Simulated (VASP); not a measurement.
Input of a VASP 6.6.1 run:

The input POSCAR:

```
As
1.0
    1.9043181898      1.0994586195      3.6098657145
   -1.9043181898      1.0994586195      3.6098657145
    0.0000000000     -2.1989172391      3.6098657145
As
2
Direct
    0.7737405993      0.7737405993      0.7737405993
    0.2262594007      0.2262594007      0.2262594007
```

File INCAR.step1:

```
SYSTEM = As
PREC = Accurate ; ENCUT = 400
EDIFF = 1E-5 ; ISMEAR = -1
SIGMA = 0.05 ; LREAL = .False.
LASPH = .True. ; NELM = 120
ALGO = Normal ; ISIF = 2
LWAVE = .True. ; LCHARG = .False.
GGA = PE ; NBANDS = 12
GGA_COMPAT = .False.
```

Contents of INCAR.step2:

```
SYSTEM = As
PREC = Accurate ; ENCUT = 400
EDIFF = 1E-6 ; ISMEAR = -1
SIGMA = 0.05 ; LREAL = .False.
LASPH = .True. ; NELM = 120
ALGO = Normal ; ISIF = 2
LWAVE = .False. ; LCHARG = .False.
GGA = PE ; LHFCALC = .True.
HFSCREEN = 0.2079 ; PRECFOCK = Normal
ISTART = 1 ; NBANDS = 12
GGA_COMPAT = .False.
```

KPOINTS

```
Automatic mesh
0
Gamma
  7 7 7
  0 0 0
```

Potentials or basis: VASP PAW PBE potentials, release 64 (As).

The run is started by

```sh
$ cat potpaw_PBE.64/As/POTCAR > POTCAR
$ cp INCAR.step1 INCAR
$ mpirun -np 1 vasp_std > vasp.out
$ cp INCAR.step2 INCAR
$ mpirun -np 1 vasp_std > vasp.out
```

Question: Estimate the band gap on the k mesh.

Answer: Zero (bands 5 and 6 overlap by 0.10 eV).

Question: Estimate the largest force.

Answer: 0.351 eV/Å.

Question: Estimate the pressure.

Answer: -3.2 GPa.

Stress tensor (GPa, compression positive):
```
-3.63  0.00  0.00
 0.00 -3.63  0.00
 0.00  0.00 -2.25
```

Caveat: the cell stands under tension; the PAW data sets were made with another functional, which shifts forces and pressure a little.
